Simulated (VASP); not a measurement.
Write the native input for VASP 6.6.1 that does the following.

```
Task                   : single point
Functional             : PBE
Potentials or basis    : VASP PAW PBE potentials, release 64 (Ba_sv)
Cutoff                 : 520 eV
k mesh                 : 15 × 15 × 15
Occupations            : fermi-dirac, width 0.1 eV
Spin                   : no spin polarisation
Dipole correction      : no
Further INCAR settings : ALGO = Normal; EDIFF = 1e-06; NBANDS = 11
```

The structure of Ba lies in POSCAR:

```
Ba
1.0
   -2.5124914082      2.5124914082      2.5124914082
    2.5124914082     -2.5124914082      2.5124914082
    2.5124914082      2.5124914082     -2.5124914082
Ba
1
Direct
    0.0000000000      0.0000000000      0.0000000000
```

One way to write it, as run:

INCAR

```
SYSTEM = Ba
PREC = Accurate ; ENCUT = 520
EDIFF = 1E-6 ; ISMEAR = -1
SIGMA = 0.1 ; LREAL = .FALSE.
LASPH = .TRUE. ; NELM = 100
ALGO = Normal ; ISIF = 2
LWAVE = .FALSE. ; LCHARG = .FALSE.
GGA = PE ; NBANDS = 11
```

KPOINTS

```
Automatic mesh
0
G
  15 15 15
  0 0 0
```

Potentials or basis: VASP PAW PBE potentials, release 64 (Ba_sv).

Command:

```sh
$ cat potpaw_PBE.64/Ba_sv/POTCAR > POTCAR
$ mpirun -np 1 vasp_std > vasp.out
```

It gave:

```yaml
Pressure: 0.0 GPa
Band_gap_on_the_k_mesh: zero (bands 5 and 6 overlap by 0.93 eV)
```

Caveat: spin-orbit coupling is left out, which moves the levels of the heavy elements.

Wall time 86 s on 1 thread of AMD EPYC 7R13, on a shared host, peak memory 0.2 GiB.
